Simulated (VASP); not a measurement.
Input of a VASP 6.6.1 run:

Contents of POSCAR:

```
SiC
1.0
    3.0753562516      0.0000000000      0.0000000000
   -1.5376781258      2.6633366395      0.0000000000
    0.0000000000      0.0000000000      5.0481081077
Si C
2 2
Direct
    0.3333333333      0.6666666667     -0.0004084095
    0.6666666667      0.3333333333      0.4995915905
    0.3333333333      0.6666666667      0.3754084095
    0.6666666667      0.3333333333      0.8754084095
```

Contents of INCAR.step1:

```
SYSTEM = SiC
PREC     = Accurate       ! precision mode
ENCUT    = 520            ! plane-wave cutoff, eV
ISMEAR   = 0              ! smearing method
SIGMA    = 0.01           ! smearing width, eV
LREAL    = .FALSE.        ! projectors in reciprocal space
LASPH    = .TRUE.         ! aspherical terms in the spheres
NELM     = 80             ! most SCF steps
NBANDS   = 16             ! bands
GGA      = PE             ! functional
ALGO     = Normal         ! electronic algorithm
EDIFF    = 1E-4           ! SCF threshold, eV
LWAVE    = .TRUE.         ! write WAVECAR
LCHARG   = .FALSE.        ! write CHGCAR
```

Contents of INCAR.step2:

```
SYSTEM = SiC
PREC     = Accurate       ! precision mode
ENCUT    = 520            ! plane-wave cutoff, eV
EDIFF    = 1E-7           ! SCF threshold, eV
ISMEAR   = 0              ! smearing method
SIGMA    = 0.01           ! smearing width, eV
LREAL    = .FALSE.        ! projectors in reciprocal space
LASPH    = .TRUE.         ! aspherical terms in the spheres
NELM     = 80             ! most SCF steps
ALGO     = Normal         ! electronic algorithm
ISIF     = 2              ! what is computed and relaxed
LWAVE    = .FALSE.        ! write WAVECAR
LCHARG   = .FALSE.        ! write CHGCAR
METAGGA  = R2SCAN         ! meta-GGA
LMIXTAU  = .TRUE.       
NBANDS   = 16             ! bands
ISTART   = 1
```

File KPOINTS:

```
Automatic mesh
0
G
  6 6 4
  0 0 0
```

Potentials or basis: VASP PAW PBE potentials, release 64 (Si, C).

The run is started by

```console
$ cat potpaw_PBE.64/Si/POTCAR potpaw_PBE.64/C/POTCAR > POTCAR
$ cp INCAR.step1 INCAR
$ mpirun -np 1 vasp_std > vasp.out
$ cp INCAR.step2 INCAR
$ mpirun -np 1 vasp_std > vasp.out
```

Question: Estimate the pressure.

Answer: -0.2 GPa.

Question: Predict the largest force.

Answer: 0.006 eV/Å.

Question: What does it give for the band gap on the k mesh?

Answer: 2.66 eV, indirect (least direct gap 4.48 eV).

Stress tensor (GPa, compression positive):
```
-0.15  0.00  0.00
 0.00 -0.15  0.00
 0.00  0.00 -0.26
```

Caveat: the PAW data sets were made with another functional, which shifts forces and pressure a little. r2SCAN opens gaps a little over a GGA but as a rule still falls short of measured ones.
